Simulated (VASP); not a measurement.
# Be (P6_3/mmc) in VASP: notebook, part 2 of 2

VASP 6.6.1. Earlier steps stand in the parts before.

### Step 4. Single point, r2SCAN (7.27 Å³/atom)

This run uses another cell than the first one, of 7.27 Å³/atom.

POSCAR

```
Be
1.0
    2.1926706652      0.0000000000      0.0000000000
   -1.0963353326      1.8989084982      0.0000000000
    0.0000000000      0.0000000000      6.9830756247
Be
4
Direct
    1.0000000000      1.0000000000      1.0000000000
    0.0000000000      1.0000000000      0.5000000000
    0.3333333333      0.6666666667      0.2500000000
    0.6666666667      0.3333333333      0.7500000000
```

INCAR.step1

```
PREC = Accurate
ENCUT = 520
ISMEAR = -1
SIGMA = 0.1
LREAL = F
LASPH = T
NELM = 100
NBANDS = 12
GGA = PE
ALGO = Normal
EDIFF = 1E-4
LWAVE = T
LCHARG = F
```

INCAR.step2

```
PREC = Accurate
ENCUT = 520
EDIFF = 1E-7
ISMEAR = -1
SIGMA = 0.1
LREAL = F
LASPH = T
NELM = 100
ALGO = Normal
ISIF = 2
LWAVE = F
LCHARG = F
METAGGA = R2SCAN
LMIXTAU = T
NBANDS = 12
ISTART = 1
```

KPOINTS

```
Automatic mesh
0
Gamma
  18 18 5
```

Run with:

```sh
cat potpaw_PBE.64/Be/POTCAR > POTCAR
cp INCAR.step1 INCAR
mpirun -np 1 vasp_std > vasp.out
cp INCAR.step2 INCAR
mpirun -np 1 vasp_std > vasp.out
```

Run time: 62 s. Hardware: 1 thread of Intel Xeon Platinum 8559C (Emerald Rapids), shared host; peak memory 0.15 GiB.

It converged, with:

```yaml
Free_energy: -17.1415 eV
Pressure: 12.1 GPa
Band_gap_on_the_k_mesh: zero (bands 4 and 5 overlap by 1.55 eV)
```

Stress tensor (GPa, compression positive):
```
11.23  0.00  0.00
 0.00 11.23  0.00
 0.00  0.00 13.85
```

Levels at points of the mesh, in eV from the Fermi level:
| k point | band 1 | band 2 | band 3 | band 4 | band 5 | band 6 | band 7 | band 8 |
| --- | --- | --- | --- | --- | --- | --- | --- | --- |
| (0.00, 0.00, 0.00) | -12.94 | -10.58 | -10.55 | -5.40 | 0.95 | 11.56 | 11.58 | 18.65 |
| (0.50, 0.00, 0.00) | -5.83 | -4.68 | -4.32 | -3.16 | 1.34 | 1.35 | 4.59 | 6.41 |

Caveat: the cell stands under pressure; the PAW data sets were made with another functional, which shifts forces and pressure a little.

### Step 5. Single point, r2SCAN (7.58 Å³/atom)

This run uses another cell than the first one, of 7.58 Å³/atom.

POSCAR

```
Be
1.0
    2.2239987645      0.0000000000      0.0000000000
   -1.1119993823      1.9260394280      0.0000000000
    0.0000000000      0.0000000000      7.0828473276
Be
4
Direct
    1.0000000000      1.0000000000      1.0000000000
    0.0000000000      1.0000000000      0.5000000000
    0.3333333333      0.6666666667      0.2500000000
    0.6666666667      0.3333333333      0.7500000000
```

INCAR.step1

```
SYSTEM = Be
PREC     = Accurate       ! precision mode
ENCUT    = 520            ! plane-wave cutoff, eV
ISMEAR   = -1             ! smearing method
SIGMA    = 0.1            ! smearing width, eV
LREAL    = .False.        ! projectors in reciprocal space
LASPH    = .True.         ! aspherical terms in the spheres
NELM     = 80             ! most SCF steps
NBANDS   = 12             ! bands
GGA      = PE             ! functional
ALGO     = Normal         ! electronic algorithm
EDIFF    = 1E-4           ! SCF threshold, eV
LWAVE    = .True.         ! write WAVECAR
LCHARG   = .False.        ! write CHGCAR
```

INCAR.step2

```
SYSTEM = Be
PREC     = Accurate       ! precision mode
ENCUT    = 520            ! plane-wave cutoff, eV
EDIFF    = 1E-6           ! SCF threshold, eV
ISMEAR   = -1             ! smearing method
SIGMA    = 0.1            ! smearing width, eV
LREAL    = .False.        ! projectors in reciprocal space
LASPH    = .True.         ! aspherical terms in the spheres
NELM     = 80             ! most SCF steps
ALGO     = Normal         ! electronic algorithm
ISIF     = 2              ! what is computed and relaxed
LWAVE    = .False.        ! write WAVECAR
LCHARG   = .False.        ! write CHGCAR
METAGGA  = R2SCAN         ! meta-GGA
LMIXTAU  = .True.       
NBANDS   = 12             ! bands
ISTART   = 1
```

KPOINTS

```
Automatic mesh
0
Gamma
  18 18 5
  0 0 0
```

Run with:

```sh
cat potpaw_PBE.64/Be/POTCAR > POTCAR
cp INCAR.step1 INCAR
mpirun -np 1 vasp_std > vasp.out
cp INCAR.step2 INCAR
mpirun -np 1 vasp_std > vasp.out
```

Wall time 77 s (1 thread of Intel Xeon Platinum 8559C (Emerald Rapids), shared host); peak memory 0.16 GiB.

Results (log left out):

```
Free energy            : -17.2108 eV
Pressure               : 5.6 GPa
Band gap on the k mesh : zero (bands 4 and 5 overlap by 1.51 eV)
```

Stress tensor (GPa, compression positive):
```
5.03 0.00 0.00
0.00 5.03 0.00
0.00 0.00 6.86
```

Levels at points of the mesh, in eV from the Fermi level:
| k point | band 1 | band 2 | band 3 | band 4 | band 5 | band 6 | band 7 | band 8 |
| --- | --- | --- | --- | --- | --- | --- | --- | --- |
| (0.00, 0.00, 0.00) | -12.69 | -10.37 | -10.34 | -5.24 | 0.80 | 11.19 | 11.21 | 18.05 |
| (0.50, 0.00, 0.00) | -5.66 | -4.57 | -4.18 | -3.09 | 1.19 | 1.21 | 4.47 | 6.25 |

Caveat: the cell stands under pressure; the PAW data sets were made with another functional, which shifts forces and pressure a little.

### Step 6. Single point, r2SCAN (7.90 Å³/atom)

POSCAR

```
Be
1.0
    2.2544682872      0.0000000000      0.0000000000
   -1.1272341436      1.9524268087      0.0000000000
    0.0000000000      0.0000000000      7.1798846917
Be
4
Direct
    1.0000000000      1.0000000000      1.0000000000
    0.0000000000      1.0000000000      0.5000000000
    0.3333333333      0.6666666667      0.2500000000
    0.6666666667      0.3333333333      0.7500000000
```

INCAR.step1

```
PREC = Accurate
ENCUT = 520
ISMEAR = -1
SIGMA = 0.1
LREAL = False
LASPH = True
NELM = 60
NBANDS = 12
GGA = PE
ALGO = Normal
EDIFF = 1E-4
LWAVE = True
LCHARG = False
```

INCAR.step2

```
PREC = Accurate
ENCUT = 520
EDIFF = 1E-6
ISMEAR = -1
SIGMA = 0.1
LREAL = False
LASPH = True
NELM = 60
ALGO = Normal
ISIF = 2
LWAVE = False
LCHARG = True
METAGGA = R2SCAN
LMIXTAU = True
LELF = True
LVHAR = True
NBANDS = 12
ISTART = 1
```

KPOINTS

```
Automatic mesh
0
Gamma
  18 18 5
```

Potentials or basis: VASP PAW PBE potentials, release 64 (Be).

Run with:

```sh
cat potpaw_PBE.64/Be/POTCAR > POTCAR
cp INCAR.step1 INCAR
mpirun -np 1 vasp_std > vasp.out
cp INCAR.step2 INCAR
mpirun -np 1 vasp_std > vasp.out
```

OUTCAR:

```text
PREC = Accurate
   ENCUT = 520
   EDIFF = 1E-6
   ISMEAR = -1
   LREAL = False
   LASPH = True
   NELM = 60
   ISIF = 2
   METAGGA = R2SCAN
   ISTART = 1

 ion  position               nearest neighbor table
   1  0.000  0.000  0.000-   3 2.22   4 2.22   3 2.22   4 2.22   4 2.22   3 2.22
   2  0.000  0.000  0.500-   3 2.22   4 2.22   3 2.22   4 2.22   4 2.22   3 2.22
   3  0.333  0.667  0.250-   1 2.22   2 2.22   1 2.22   2 2.22   1 2.22   2 2.22
   4  0.667  0.333  0.750-   1 2.22   2 2.22   1 2.22   2 2.22   1 2.22   2 2.22

  LATTYP: Found a hexagonal cell.
 ALAT       =     2.2544682872
 C/A-ratio  =     3.1847352799

  Lattice vectors:

 A1 = (   2.2544682872,   0.0000000000,   0.0000000000)
 A2 = (  -1.1272341436,   1.9524268087,   0.0000000000)
 A3 = (   0.0000000000,   0.0000000000,   7.1798846917)

Analysis of symmetry for initial positions (statically):
=====================================================================
 Subroutine PRICEL returns:
 Original cell was already a primitive cell.

 Routine SETGRP: Setting up the symmetry group for a
 hexagonal supercell.

 Subroutine GETGRP returns: Found 24 space group operations
 (whereof 12 operations were pure point group operations)
 out of a pool of 24 trial point group operations.

The static configuration has the point symmetry D_3d.
 The point group associated with its full space group is D_6h.

Analysis of symmetry for dynamics (positions and initial velocities):
=====================================================================
 Subroutine PRICEL returns:
 Original cell was already a primitive cell.

 Routine SETGRP: Setting up the symmetry group for a
 hexagonal supercell.

 Subroutine GETGRP returns: Found 24 space group operations
 (whereof 12 operations were pure point group operations)
 out of a pool of 24 trial point group operations.

The dynamic configuration has the point symmetry D_3d.
 The point group associated with its full space group is D_6h.

 Subroutine INISYM returns: Found 24 space group operations
 (whereof 12 operations are pure point group operations),
 and found     1 'primitive' translations

----------------------------------------------------------------------------------------

                                     Primitive cell

  volume of cell :      31.6036

  direct lattice vectors                    reciprocal lattice vectors
     2.254468287  0.000000000  0.000000000     0.443563569  0.256091546  0.000000000
    -1.127234144  1.952426809  0.000000000     0.000000000  0.512183092  0.000000000
     0.000000000  0.000000000  7.179884692     0.000000000  0.000000000  0.139278003

  length of vectors
     2.254468287  2.254468287  7.179884692     0.512183092  0.512183092  0.139278003

  position of ions in fractional coordinates (direct lattice)
     0.000000000  0.000000000  0.000000000
     0.000000000  0.000000000  0.500000000
     0.333333333  0.666666667  0.250000000
     0.666666667  0.333333333  0.750000000

  ion indices of the primitive-cell ions
   primitive index   ion index
                 1           1
                 2           2
                 3           3
                 4           4

----------------------------------------------------------------------------------------

 KPOINTS: Automatic mesh

Automatic generation of k-mesh.
 Grid dimensions read from file:
 generate k-points for:   18   18    5

 Generating k-lattice:

  Cartesian coordinates                     Fractional coordinates (reciprocal lattice)
[... 49 lines left out ...]
   NGXF,Y,Z  is equivalent  to a cutoff of  26.55, 26.55, 25.01 a.u.
 SYSTEM =  unknown system
   PREC   = accura    normal or accurate (medium, high low for compatibility)
   ISTART =      1    job   : 0-new  1-cont  2-samecut
   ICHARG =      0    charge: 1-file 2-atom 10-const
   ISPIN  =      1    spin polarized calculation?
   LNONCOLLINEAR =      F non collinear calculations
   LSORBIT =      F    spin-orbit coupling
   LASPH  =      T    aspherical Exc in radial PAW
   ENCUT  =  520.0 eV  38.22 Ry    6.18 a.u.   4.19  4.19 13.35*2*pi/ulx,y,z
   NELM   =     60;   NELMIN=  2; NELMDL=  0     # of ELM steps
   EDIFF  = 0.1E-05   stopping-criterion for ELM
   LREAL  =      F    real-space projection
   EDIFFG = 0.1E-04   stopping-criterion for IOM
   NSW    =      0    number of steps for IOM
   IBRION =     -1    ionic relax: 0-MD 1-quasi-New 2-CG
   NFREE  =      0    steps in history (QN), initial steepest desc. (CG)
   ISIF   =      2    stress and relaxation
   ISYM   =      2    0-nonsym 1-usesym 2-fastsym
   POTIM  = 0.5000    time-step for ionic-motion
   TEBEG  =    0.0;   TEEND  =   0.0 temperature during run
   PSTRESS=    0.0 pullay stress
   NELECT =       8.0000    total number of electrons
   NUPDOWN=      -1.0000    fix difference up-down
   EMIN   =  10.00;   EMAX   =-10.00  energy-range for DOS
   EFERMI =   0.00;   METHOD = LEGACY
   ISMEAR =    -1;   SIGMA  =   0.10  broadening in eV -4-tet -1-fermi 0-gaus
   EFERMI_NEDOS =   21; number of points for ismear=-14 and -15
   IALGO  =     38    algorithm
   IMIX   =      4    mixing-type and parameters
     AMIX     =   0.40;   BMIX     =  1.00
     AMIX_MAG =   1.60;   BMIX_MAG =  1.00
  volume/ion in A,a.u.               =       7.90        53.32
  Fermi-wavevector in a.u.,A,eV,Ry     =   1.035602  1.957003 14.591849  1.072471
  Thomas-Fermi vector in A             =   2.169953
   LORBIT       =      0    0 simple, 1 ext, 2 COOP (PROOUT), +10 PAW based schemes
   METAGGA = R2SCAN    functional components
   LHFCALC =     F    Hartree Fock is set to
   AEXX    =    0.0000 exact exchange contribution
   IVDW    =     0    specifies the selected vdW correction
   LEPSILON=     F    determine dielectric tensor
   LRPA    =     F    only Hartree local field effects (RPA)
 non-spin polarized calculation
  energy-cutoff  :      520.00
  volume of cell :       31.60
 maximum number of plane-waves:       870
 NGX is ok and might be reduce to    18
   NGX =  9   NGY =  9   NGZ = 27

 number of electron       8.0000000 magnetization

 Free energy of the ion-electron system (eV)
  ---------------------------------------------------
  ext. energy  EPLUGINS =         0.00000000
  ---------------------------------------------------
  free energy    TOTEN  =       -17.23316693 eV

  energy without entropy =      -17.22294362  energy(sigma->0) =      -17.22805527

 E-fermi :   7.3458     XC(G=0): -11.2629

 val. band max:        7.3233365286   @ k =   0.3333   0.2778   0.2000
 cond. band min:       7.4834134640   @ k =   0.3333   0.2778   0.4000
 fundamental gap:      0.1600769354
 Fermi energy:         7.3458149369

 k-point     1 :       0.0000    0.0000    0.0000
  band No.  band energies     occupation
      1      -5.1098      2.00000
      2      -2.8188      2.00000
      3      -2.7923      2.00000
      4       2.2624      2.00000
      5       7.9983      0.00293
      6      18.1911      0.00000
      7      18.2048      0.00000
      8      24.8446      0.00000
      9      24.8446      0.00000
     10      26.0695      0.00000
     11      26.0696      0.00000
     12      26.4652      0.00000
[... 331 lines left out ...]
 k-point    24 :       0.3889    0.1111    0.0000
  band No.  band energies     occupation
      1       1.2383      2.00000
      2       3.0522      2.00000
      3       3.1358      2.00000
      4       5.3092      2.00000
      5       8.9566      0.00000
      6       9.2183      0.00000
      7      10.9353      0.00000
      8      13.1689      0.00000
      9      14.7536      0.00000
     10      15.3127      0.00000
     11      18.0419      0.00000
     12      19.0579      0.00000

 [... further k-points ...]

------------------------ aborting loop because EDIFF is reached ----------------------------------------

  FORCE on cell =-STRESS in cart. coord.  units (eV):
  Direction    XX          YY          ZZ          XY          YZ          ZX
  --------------------------------------------------------------------------------------
  -------------------------------------------------------------------------------------
  Total       -0.0345929     -0.0345929      0.1899429     -0.0000000      0.0000000      0.0000000
  in kB       -1.7537217     -1.7537217      9.6293572     -0.0000000      0.0000000      0.0000000
  external PRESSURE =       2.0406379 kB  Pullay stress =       0.0000000 kB

 VOLUME and BASIS-vectors are now :
 -----------------------------------------------------------------------------
  energy-cutoff  :      520.00
  volume of cell :       31.60
      direct lattice vectors                 reciprocal lattice vectors
     2.254468287  0.000000000  0.000000000     0.443563569  0.256091546  0.000000000
    -1.127234144  1.952426809  0.000000000     0.000000000  0.512183092  0.000000000
     0.000000000  0.000000000  7.179884692     0.000000000  0.000000000  0.139278003

 POSITION                                       TOTAL-FORCE (eV/Angst)
 -----------------------------------------------------------------------------------
      0.00000      0.00000      0.00000         0.000000      0.000000      0.000000
      0.00000      0.00000      3.58994         0.000000      0.000000      0.000000
     -0.00000      1.30162      1.79497        -0.000000      0.000000     -0.000000
      1.12723      0.65081      5.38491         0.000000     -0.000000     -0.000000
 -----------------------------------------------------------------------------------
    total drift:                               -0.000000      0.000000     -0.000000

  FREE ENERGIE OF THE ION-ELECTRON SYSTEM (eV)
  ---------------------------------------------------
  free  energy   TOTEN  =       -17.2331669276 eV

  energy  without entropy=      -17.2229436173  energy(sigma->0) =      -17.22805527
```

It took 1.9 min on 1 thread of Intel Xeon Platinum 8559C (Emerald Rapids), shared host; peak memory 0.15 GiB.

Results:

- Free energy: -17.2332 eV
- Pressure: 0.2 GPa
- Band gap on the k mesh: zero (bands 4 and 5 overlap by 1.46 eV)

Levels at points of the mesh, in eV from the Fermi level:
```tsv
k point	band 1	band 2	band 3	band 4	band 5	band 6	band 7	band 8
(0.00, 0.00, 0.00)	-12.46	-10.16	-10.14	-5.08	0.65	10.85	10.86	17.50
(0.50, 0.00, 0.00)	-5.50	-4.47	-4.06	-3.03	1.05	1.08	4.35	6.09
```

Caveat: the PAW data sets were made with another functional, which shifts forces and pressure a little.

### Step 7. The runs side by side

```csv
cell,k mesh,gap on the mesh (eV),pressure (GPa)
"a = 2.254, b = 2.254, c = 7.180 Å, angles 90.0, 90.0, 120.0°, 4 atoms",16 × 16 × 5,none,0.2
"a = 2.160, b = 2.160, c = 6.880 Å, angles 90.0, 90.0, 120.0°, 4 atoms",18 × 18 × 5,none,19.8
"a = 2.193, b = 2.193, c = 6.983 Å, angles 90.0, 90.0, 120.0°, 4 atoms",18 × 18 × 5,none,12.1
"a = 2.224, b = 2.224, c = 7.083 Å, angles 90.0, 90.0, 120.0°, 4 atoms",18 × 18 × 5,none,5.6
"a = 2.254, b = 2.254, c = 7.180 Å, angles 90.0, 90.0, 120.0°, 4 atoms",18 × 18 × 5,none,0.2
```

Alike in all rows: task single point; level r2SCAN; potentials or basis VASP PAW PBE potentials, release 64 (Be); no spin polarisation; cutoff (eV) 520; smearing fermi-dirac 0.1 eV.

Caveats: the PAW data sets were made with another functional, which shifts forces and pressure a little; the cell stands under pressure (at least some runs).

Absolute energies hang on the potentials; compare differences alone.
